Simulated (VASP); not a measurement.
# AgI (F-43m) in VASP: a series of runs

The runs below take AgI through vibrations by perturbation theory, with LDA.

Everything below comes from runs of VASP 6.6.1. Logs are shortened: lines on timing, memory, paths and dates and some standing lists are left out, and cuts for length are marked.

**1. The cell of the first run**

The structure is cubic, space group F-43m (No. 216). The conventional cell has a = 5.923 Å, b = 5.923 Å, c = 5.923 Å, α = 90.00°, β = 90.00°, γ = 90.00°. Ag (site symmetry -43m) has 4 I at 2.56 Å within 3.4 Å. Within 3.4 Å of I (site symmetry -43m) lie 4 Ag at 2.56 Å.

**2. Vibrations by perturbation theory, LDA**

Contents of INCAR:

```
ALGO = Normal ; EDIFF = 1E-8
ENCUT = 500 ; GGA_COMPAT = F
IBRION = 8 ; ISIF = 2
ISMEAR = 0 ; LASPH = T
LCHARG = F ; LREAL = F
LWAVE = F ; NELM = 120
NSW = 1 ; PREC = Accurate
SIGMA = 0.01
```

Contents of KPOINTS:

```
k-points
0
Gamma
  6 6 6
```

Contents of POSCAR:

```
AgI
1.0
    2.9613356026      2.9613356026      0.0000000000
   -2.9613356026      2.9613356026      0.0000000000
    0.0000000000      2.9613356026      2.9613356026
Ag I
1 1
Direct
    0.0000000000      0.0000000000      0.0000000000
    0.7500000000      0.2500000000      0.5000000000
```

Potentials or basis: VASP PAW LDA potentials, release 64 (Ag, I).

Started as:

```sh
$ cat potpaw_LDA.64/Ag/POTCAR potpaw_LDA.64/I/POTCAR > POTCAR
$ mpirun -np 1 vasp_std > vasp.out
```

OUTCAR:

```text
EDIFF = 1E-8
   ENCUT = 500
   IBRION = 8
   ISIF = 2
   ISMEAR = 0
   LASPH = T
   LREAL = F
   NELM = 120
   NSW = 1
   PREC = Accurate

 ion  position               nearest neighbor table
   1  0.000  0.000  0.000-   2 2.56   2 2.56   2 2.56   2 2.56
   2  0.750  0.250  0.500-   1 2.56   1 2.56   1 2.56   1 2.56

  LATTYP: Found a face centered cubic cell.
 ALAT       =     5.9226712052

  Lattice vectors:

 A1 = (   0.0000000000,   2.9613356026,   2.9613356026)
 A2 = (   2.9613356026,   0.0000000000,   2.9613356026)
 A3 = (   2.9613356026,   2.9613356026,   0.0000000000)

Analysis of symmetry for initial positions (statically):
=====================================================================
 Subroutine PRICEL returns:
 Original cell was already a primitive cell.

 Routine SETGRP: Setting up the symmetry group for a
 face centered cubic supercell.

 Subroutine GETGRP returns: Found 24 space group operations
 (whereof 24 operations were pure point group operations)
 out of a pool of 48 trial point group operations.

The static configuration has the point symmetry T_d .

Analysis of symmetry for dynamics (positions and initial velocities):
=====================================================================
 Subroutine PRICEL returns:
 Original cell was already a primitive cell.

 Routine SETGRP: Setting up the symmetry group for a
 face centered cubic supercell.

 Subroutine GETGRP returns: Found 24 space group operations
 (whereof 24 operations were pure point group operations)
 out of a pool of 48 trial point group operations.

The dynamic configuration has the point symmetry T_d .

 Subroutine INISYM returns: Found 24 space group operations
 (whereof 24 operations are pure point group operations),
 and found     1 'primitive' translations

----------------------------------------------------------------------------------------

                                     Primitive cell

[... 404 lines left out ...]

 VOLUME and BASIS-vectors are now :
 -----------------------------------------------------------------------------
  energy-cutoff  :      500.00
  volume of cell :       51.94
      direct lattice vectors                 reciprocal lattice vectors
     2.961335603  2.961335603  0.000000000     0.168842734  0.168842734 -0.168842734
    -2.961335603  2.961335603  0.000000000    -0.168842734  0.168842734 -0.168842734
     0.000000000  2.961335603  2.961335603     0.000000000  0.000000000  0.337685468

 POSITION                                       TOTAL-FORCE (eV/Angst)
 -----------------------------------------------------------------------------------
      0.00000      0.00000      0.00000        -0.000000     -0.000000      0.000000
      1.48067      4.44200      1.48067         0.000000      0.000000     -0.000000
 -----------------------------------------------------------------------------------
    total drift:                               -0.000001     -0.000000      0.000000

  FREE ENERGIE OF THE ION-ELECTRON SYSTEM (eV)
  ---------------------------------------------------
  free  energy   TOTEN  =        -5.6670101244 eV

  energy  without entropy=       -5.6670101244  energy(sigma->0) =       -5.66701012

[... ionic steps 2 to 3 ...]

--------------------------------------- Ionic step        4  -------------------------------------------

------------------------ aborting loop because EDIFF is reached ----------------------------------------

[... ionic steps 5 to 6 ...]

--------------------------------------- Ionic step        7  -------------------------------------------

 Free energy of the ion-electron system (eV)
  ---------------------------------------------------
  ---------------------------------------------------
  free energy    TOTEN  =        -0.07905449 eV

  energy without entropy =       -0.07905449

------------------------ aborting loop because EDIFF is reached ----------------------------------------

 INTERNAL STRAIN TENSOR  FOR ION    2  DIRECTION 1   (eV/Angst):
 -----------------------------------------------------------------------------
     0.00579  0.00000  0.00000
     0.00000 -0.02474 14.55795
     0.00000 14.55795 -0.02474

 INTERNAL STRAIN TENSOR FOR ION    2 for displacements in x,y,z  (eV/Angst):
          X           Y           Z          XY          YZ          ZX
  --------------------------------------------------------------------------------
  x     0.00000    -0.00000    -0.00000     0.00000    14.55795     0.00000
  y    -0.00000     0.00000    -0.00000     0.00000     0.00000    14.55795
  z    -0.00000    -0.00000     0.00000    14.55795     0.00000     0.00000

 SECOND DERIVATIVES (NOT SYMMETRIZED)
 ------------------------------------
               1X          1Y          1Z          2X          2Y          2Z
  1X    -7.448477    0.000000    0.000000    7.448477    0.000000    0.000000
  1Y     0.000000   -7.448477    0.000000    0.000000    7.448477    0.000000
  1Z     0.000000    0.000000   -7.448477    0.000000    0.000000    7.448477
  2X     7.434286    0.000000    0.000000   -7.434286    0.000000    0.000000
  2Y     0.000000    7.434286    0.000000    0.000000   -7.434286    0.000000
  2Z     0.000000    0.000000    7.434286    0.000000    0.000000   -7.434286

 Eigenvectors and eigenvalues of the dynamical matrix
 ----------------------------------------------------

   1 f  =    5.585133 THz    35.092426 2PiTHz  186.299985 cm-1    23.098244 meV
             X         Y         Z           dx          dy          dz
      0.000000  0.000000  0.000000     0.735537   -0.000000    0.000000
      1.480668  4.442003  1.480668    -0.677484    0.000000    0.000000
[... 21 lines left out ...]
   6 f/i=    0.002654 THz     0.016674 2PiTHz    0.088522 cm-1     0.010975 meV
             X         Y         Z           dx          dy          dz
      0.000000  0.000000  0.000000    -0.193350    0.649308    0.000000
      1.480668  4.442003  1.480668    -0.209918    0.704946    0.000000

--------------------------------------------------------------------------------------------------------

 ELASTIC MODULI CONTR FROM IONIC RELAXATION (kBar)
 Direction    XX          YY          ZZ          XY          YZ          ZX
 --------------------------------------------------------------------------------
 XX          -0.0000      0.0000      0.0000      0.0000     -0.0000      0.0000
 YY           0.0000     -0.0000     -0.0000      0.0000      0.0000     -0.0000
 ZZ           0.0000     -0.0000     -0.0000     -0.0000      0.0000      0.0000
 XY           0.0000      0.0000     -0.0000   -900.2909     -0.0000      0.0000
 YZ          -0.0000      0.0000      0.0000     -0.0000   -900.2909     -0.0000
 ZX           0.0000     -0.0000      0.0000      0.0000     -0.0000   -900.2909
 --------------------------------------------------------------------------------
```

stdout:

```text
POSCAR found type information on POSCAR AgI
 POSCAR found :  2 types and       2 ions
 scaLAPACK will be used
 LDA part: xc-table for (Slater(with rela. corr.)+CA(PZ))
 , standard interpolation
 POSCAR, INCAR and KPOINTS ok, starting setup
 FFT: planning ... GRIDC
 FFT: planning ... GRID_SOFT
 FFT: planning ... GRID
 WAVECAR not read
 entering main loop
 Linear response reoptimize wavefunctions to high precision
 Linear response DOF=           2
 Linear response progress:
 first order change of Fermi-energy   0.59298E+01
 force on displaced ion       1 direction 1 :  -7.448   0.000  -0.000
 Linear response progress:
 first order change of Fermi-energy  -0.59296E+01
 force on displaced ion       2 direction 1 :  -7.434  -0.000  -0.000
 Linear response finished
```

Wall time 2.2 min (1 thread of Intel Xeon 8259CL, shared host); peak memory 0.24 GiB.

What came out:

```
Highest phonon frequency at Γ, LO-TO splitting left out : 186 cm⁻¹
```

Phonon frequencies in cm⁻¹ (negative: imaginary):
```
              q point        frequencies
(0.000, 0.000, 0.000)  0 0 0 186 186 186
```

Caveat: the cell stands under pressure or tension, which shifts response properties; spin-orbit coupling is left out, which moves the levels of the heavy elements.

**3. Vibrations by perturbation theory, LDA**

This run uses another cell than the first one, of 27.30 Å³/atom.

Contents of INCAR:

```
PREC = Accurate
ENCUT = 500
EDIFF = 1E-8
ISMEAR = 0
SIGMA = 0.01
LREAL = F
LASPH = T
NELM = 120
ALGO = Normal
ISIF = 2
LWAVE = F
LCHARG = F
NBANDS = 16
IBRION = 8
NSW = 1
GGA_COMPAT = F
```

Contents of KPOINTS:

```
Automatic mesh
0
Gamma
  6 6 6
```

Contents of POSCAR:

```
AgI
1.0
    3.0109727694      3.0109727694      0.0000000000
   -3.0109727694      3.0109727694      0.0000000000
    0.0000000000      3.0109727694      3.0109727694
Ag I
1 1
Direct
    0.0000000000      0.0000000000      0.0000000000
    0.7500000000      0.2500000000      0.5000000000
```

Potentials or basis: VASP PAW LDA potentials, release 64 (Ag, I).

Started as:

```sh
$ cat potpaw_LDA.64/Ag/POTCAR potpaw_LDA.64/I/POTCAR > POTCAR
$ mpirun -np 1 vasp_std > vasp.out
```

OUTCAR:

```text
PREC = Accurate
   ENCUT = 500
   EDIFF = 1E-8
   ISMEAR = 0
   LREAL = F
   LASPH = T
   NELM = 120
   ISIF = 2
   IBRION = 8
   NSW = 1

 ion  position               nearest neighbor table
   1  0.000  0.000  0.000-   2 2.61   2 2.61   2 2.61   2 2.61
   2  0.750  0.250  0.500-   1 2.61   1 2.61   1 2.61   1 2.61

  LATTYP: Found a face centered cubic cell.
 ALAT       =     6.0219455388

  Lattice vectors:

 A1 = (   0.0000000000,   3.0109727694,   3.0109727694)
 A2 = (   3.0109727694,   0.0000000000,   3.0109727694)
[... 546 lines left out ...]
               1X          1Y          1Z          2X          2Y          2Z
  1X    -6.079867   -0.000000    0.000000    6.079867    0.000000   -0.000000
  1Y     0.000000   -6.079867   -0.000000   -0.000000    6.079867    0.000000
  1Z     0.000000   -0.000000   -6.079867   -0.000000    0.000000    6.079867
  2X     6.104016    0.000000   -0.000000   -6.104016   -0.000000    0.000000
  2Y    -0.000000    6.104016    0.000000    0.000000   -6.104016   -0.000000
  2Z    -0.000000    0.000000    6.104016    0.000000   -0.000000   -6.104016

 Eigenvectors and eigenvalues of the dynamical matrix
 ----------------------------------------------------

   1 f  =    5.052811 THz    31.747750 2PiTHz  168.543644 cm-1    20.896739 meV
             X         Y         Z           dx          dy          dz
      0.000000  0.000000  0.000000     0.000000    0.734545   -0.000000
      1.505486  4.516459  1.505486     0.000000   -0.678560    0.000000
[... 21 lines left out ...]
   6 f/i=    0.004992 THz     0.031364 2PiTHz    0.166506 cm-1     0.020644 meV
             X         Y         Z           dx          dy          dz
      0.000000  0.000000  0.000000     0.000000   -0.000000   -0.678560
      1.505486  4.516459  1.505486    -0.000000    0.000000   -0.734545

--------------------------------------------------------------------------------------------------------

 ELASTIC MODULI CONTR FROM IONIC RELAXATION (kBar)
 Direction    XX          YY          ZZ          XY          YZ          ZX
 --------------------------------------------------------------------------------
 XX          -0.0000     -0.0000     -0.0000     -0.0000     -0.0000      0.0000
 YY          -0.0000     -0.0000     -0.0000     -0.0000     -0.0000     -0.0000
 ZZ          -0.0000     -0.0000     -0.0000     -0.0000     -0.0000      0.0000
 XY          -0.0000     -0.0000     -0.0000   -684.0245     -0.0000     -0.0000
 YZ          -0.0000     -0.0000     -0.0000     -0.0000   -684.0245     -0.0000
 ZX           0.0000     -0.0000      0.0000     -0.0000     -0.0000   -684.0245
 --------------------------------------------------------------------------------
```

stdout:

```text
POSCAR found type information on POSCAR AgI
 POSCAR found :  2 types and       2 ions
 scaLAPACK will be used
 LDA part: xc-table for (Slater(with rela. corr.)+CA(PZ))
 , standard interpolation
 POSCAR, INCAR and KPOINTS ok, starting setup
 FFT: planning ... GRIDC
 FFT: planning ... GRID_SOFT
 FFT: planning ... GRID
 WAVECAR not read
 entering main loop
 Linear response reoptimize wavefunctions to high precision
 Linear response DOF=           2
 Linear response progress:
 first order change of Fermi-energy   0.49258E-04
 force on displaced ion       1 direction 1 :  -6.080  -0.000   0.000
 Linear response progress:
 first order change of Fermi-energy  -0.53702E-03
 force on displaced ion       2 direction 1 :  -6.104   0.000  -0.000
 Linear response finished
```

Wall time 2.2 min (1 thread of Intel Xeon 8259CL, shared host); peak memory 0.25 GiB.

What came out:

```yaml
Highest_phonon_frequency_at_Γ_LO-TO_splitting_left_out: 169 cm⁻¹
```

Phonon frequencies in cm⁻¹ (negative: imaginary):
| q point | frequencies |
| --- | --- |
| (0.000, 0.000, 0.000) | 0 0 0 169 169 169 |

Caveat: the cell stands under pressure or tension, which shifts response properties; spin-orbit coupling is left out, which moves the levels of the heavy elements.
